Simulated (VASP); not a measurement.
# Mg (I4/mmm) in VASP: notebook, part 2 of 2

VASP 6.6.1. The steps go on from the part before.

**5. Single point, r2SCAN**

This run uses another cell than the first one, of 22.64 Å³/atom.

Input file POSCAR:

```
Mg
1.0
   -1.8359916300      1.8359916300      1.6794040200
    1.8359916300     -1.8359916300      1.6794040200
    1.8359916300      1.8359916300     -1.6794040200
Mg
1
Direct
    0.0000000000      0.0000000000      0.0000000000
```

Input file INCAR.step1:

```
  ALGO = Normal
  EDIFF = 1E-4
  ENCUT = 520
  GGA = PE
  ISMEAR = 0
  LASPH = True
  LCHARG = False
  LREAL = False
  LWAVE = True
  NBANDS = 7
  NELM = 80
  PREC = Accurate
  SIGMA = 0.01
```

Input file INCAR.step2:

```
  ALGO = Normal
  EDIFF = 1E-6
  ENCUT = 520
  ISIF = 2
  ISMEAR = 0
  ISTART = 1
  LASPH = True
  LCHARG = False
  LMIXTAU = True
  LREAL = False
  LWAVE = False
  METAGGA = R2SCAN
  NBANDS = 7
  NELM = 80
  PREC = Accurate
  SIGMA = 0.01
```

Input file KPOINTS:

```
k-points
0
Gamma
  11 11 11
```

Potentials or basis: VASP PAW PBE potentials, release 64 (Mg).

Started as:

```console
> cat potpaw_PBE.64/Mg/POTCAR > POTCAR
> cp INCAR.step1 INCAR
> mpirun -np 1 vasp_std > vasp.out
> cp INCAR.step2 INCAR
> mpirun -np 1 vasp_std > vasp.out
```

OUTCAR:

```text
EDIFF = 1E-6
   ENCUT = 520
   ISIF = 2
   ISMEAR = 0
   ISTART = 1
   LASPH = True
   LREAL = False
   METAGGA = R2SCAN
   NELM = 80
   PREC = Accurate

 ion  position               nearest neighbor table
   1  0.000  0.000  0.000-

  LATTYP: Found a body centered tetragonal cell.
 ALAT       =     3.6719832600
 C/A-ratio  =     0.9147122419

  Lattice vectors:

 A1 = (  -1.8359916300,   1.8359916300,   1.6794040200)
 A2 = (   1.8359916300,  -1.8359916300,   1.6794040200)
 A3 = (   1.8359916300,   1.8359916300,  -1.6794040200)

Analysis of symmetry for initial positions (statically):
=====================================================================
 Subroutine PRICEL returns:
 Original cell was already a primitive cell.

 Routine SETGRP: Setting up the symmetry group for a
 body centered tetragonal supercell.

 Subroutine GETGRP returns: Found 16 space group operations
 (whereof 16 operations were pure point group operations)
 out of a pool of 16 trial point group operations.

The static configuration has the point symmetry D_4h.

Analysis of symmetry for dynamics (positions and initial velocities):
=====================================================================
 Subroutine PRICEL returns:
 Original cell was already a primitive cell.

 Routine SETGRP: Setting up the symmetry group for a
 body centered tetragonal supercell.

 Subroutine GETGRP returns: Found 16 space group operations
 (whereof 16 operations were pure point group operations)
 out of a pool of 16 trial point group operations.

The dynamic configuration has the point symmetry D_4h.

 Subroutine INISYM returns: Found 16 space group operations
 (whereof 16 operations are pure point group operations),
 and found     1 'primitive' translations

----------------------------------------------------------------------------------------

[... 109 lines left out ...]
     AMIX     =   0.40;   BMIX     =  1.00
     AMIX_MAG =   1.60;   BMIX_MAG =  1.00
  volume/ion in A,a.u.               =      22.64       152.81
  Fermi-wavevector in a.u.,A,eV,Ry     =   0.729065  1.377732  7.231974  0.531535
  Thomas-Fermi vector in A             =   1.820694
   LORBIT       =      0    0 simple, 1 ext, 2 COOP (PROOUT), +10 PAW based schemes
   METAGGA = R2SCAN    functional components
   LHFCALC =     F    Hartree Fock is set to
   AEXX    =    0.0000 exact exchange contribution
   IVDW    =     0    specifies the selected vdW correction
   LEPSILON=     F    determine dielectric tensor
   LRPA    =     F    only Hartree local field effects (RPA)
 non-spin polarized calculation
 Gauss-broadening in eV      SIGMA  =   0.01
  energy-cutoff  :      520.00
  volume of cell :       22.64
 maximum number of plane-waves:       618
   NGX = 11   NGY = 11   NGZ = 11

 number of electron       2.0000000 magnetization

 Free energy of the ion-electron system (eV)
  ---------------------------------------------------
  ext. energy  EPLUGINS =         0.00000000
  ---------------------------------------------------
  free energy    TOTEN  =        -4.11914943 eV

  energy without entropy =       -4.11911552  energy(sigma->0) =       -4.11913247

 E-fermi :   2.7681     XC(G=0):  -9.0841

 val. band max:        2.7520002172   @ k =  -0.2727  -0.4545   0.2727
 cond. band min:       2.7723547993   @ k =   0.3636   0.3636   0.0000
 fundamental gap:      0.0203545820
 Fermi energy:         2.7681105867

 k-point     1 :       0.0000    0.0000    0.0000
  band No.  band energies     occupation
      1      -4.7276      2.00000
      2      15.5020      0.00000
      3      17.4999      0.00000
      4      17.4999      0.00000
      5      17.8313      0.00000
      6      18.2324      0.00000
      7      18.2324      0.00000
[... 221 lines left out ...]
 k-point    24 :      -0.1818    0.1818    0.0000
  band No.  band energies     occupation
      1      -3.9423      2.00000
      2      10.3140      0.00000
      3      15.4114      0.00000
      4      15.8089      0.00000
      5      16.8095      0.00000
      6      17.1856      0.00000
      7      18.8385      0.00000

 [... further k-points ...]

------------------------ aborting loop because EDIFF is reached ----------------------------------------

  FORCE on cell =-STRESS in cart. coord.  units (eV):
  Direction    XX          YY          ZZ          XY          YZ          ZX
  --------------------------------------------------------------------------------------
  -------------------------------------------------------------------------------------
  Total       -0.1441414     -0.1441414      0.1463625      0.0000000      0.0000000     -0.0000000
  in kB      -10.1986511    -10.1986511     10.3558071      0.0000000      0.0000000     -0.0000000
  external PRESSURE =      -3.3471651 kB  Pullay stress =       0.0000000 kB

 VOLUME and BASIS-vectors are now :
 -----------------------------------------------------------------------------
  energy-cutoff  :      520.00
  volume of cell :       22.64
      direct lattice vectors                 reciprocal lattice vectors
    -1.835991630  1.835991630  1.679404020     0.000000000  0.272332396  0.297724665
     1.835991630 -1.835991630  1.679404020     0.272332396  0.000000000  0.297724665
     1.835991630  1.835991630 -1.679404020     0.272332396  0.272332396  0.000000000

 POSITION                                       TOTAL-FORCE (eV/Angst)
 -----------------------------------------------------------------------------------
      0.00000      0.00000      0.00000        -0.000000     -0.000000      0.000000
 -----------------------------------------------------------------------------------
    total drift:                               -0.000000      0.000000      0.000000

  FREE ENERGIE OF THE ION-ELECTRON SYSTEM (eV)
  ---------------------------------------------------
  free  energy   TOTEN  =        -4.1191494328 eV

  energy  without entropy=       -4.1191155157  energy(sigma->0) =       -4.11913247
```

OUTCAR.step1:

```text
EDIFF = 1E-4
   ENCUT = 520
   GGA = PE
   ISMEAR = 0
   LASPH = True
   LREAL = False
[... 455 lines left out ...]

 POSITION                                       TOTAL-FORCE (eV/Angst)
 -----------------------------------------------------------------------------------
      0.00000      0.00000      0.00000        -0.000000     -0.000000      0.000000
 -----------------------------------------------------------------------------------
    total drift:                                0.000000      0.000000      0.000000

  FREE ENERGIE OF THE ION-ELECTRON SYSTEM (eV)
  ---------------------------------------------------
  free  energy   TOTEN  =        -1.4783592652 eV

  energy  without entropy=       -1.4783260365  energy(sigma->0) =       -1.47834265
```

OSZICAR.step1:

```text
N       E                     dE             d eps       ncg     rms          rms(c)
DAV:   1    -0.840796319107E+00   -0.84080E+00   -0.68134E+02  1925   0.183E+02
DAV:   2    -0.148418520063E+01   -0.64339E+00   -0.59519E+00  2289   0.107E+01
DAV:   3    -0.148642598120E+01   -0.22408E-02   -0.22408E-02  2219   0.737E-01
DAV:   4    -0.148643082630E+01   -0.48451E-05   -0.48449E-05  2464   0.252E-02
DAV:   5    -0.148643085590E+01   -0.29596E-07   -0.29494E-07  2338   0.134E-03    0.674E-01
DAV:   6    -0.148260798749E+01    0.38229E-02   -0.29022E-04  1974   0.122E-01    0.432E-01
DAV:   7    -0.147835173759E+01    0.42562E-02   -0.12997E-03  1862   0.216E-01    0.245E-02
DAV:   8    -0.147835926517E+01   -0.75276E-05   -0.79569E-06  1638   0.173E-02
   1 F= -.14783593E+01 E0= -.14783427E+01  d E =-.332287E-04
```

It took 95 s on 1 thread of AMD EPYC 7R13, shared host; peak memory 0.12 GiB.

What came out:

```
Free energy            : -4.1191 eV
Pressure               : -0.3 GPa
Band gap on the k mesh : zero (bands 1 and 2 overlap by 4.43 eV)
```

Caveat: the PAW data sets were made with another functional, which shifts forces and pressure a little.

**6. Overview**

| cell | gap on the mesh (eV) | pressure (GPa) |
| --- | --- | --- |
| a = 3.029 Å, angles 107.2, 107.2, 114.2°, 1 atom | none | 2.3 |
| a = 3.050 Å, angles 107.2, 107.2, 114.2°, 1 atom | none | 1.4 |
| a = 3.072 Å, angles 107.2, 107.2, 114.2°, 1 atom | none | 0.5 |
| a = 3.092 Å, angles 107.2, 107.2, 114.2°, 1 atom | none | -0.3 |

Alike in all rows: task single point; level r2SCAN; potentials or basis VASP PAW PBE potentials, release 64 (Mg); no spin polarisation; k mesh 11 × 11 × 11; cutoff (eV) 520; smearing gaussian 0.01 eV.

Caveats: the PAW data sets were made with another functional, which shifts forces and pressure a little.

Absolute energies hang on the potentials; compare differences alone.
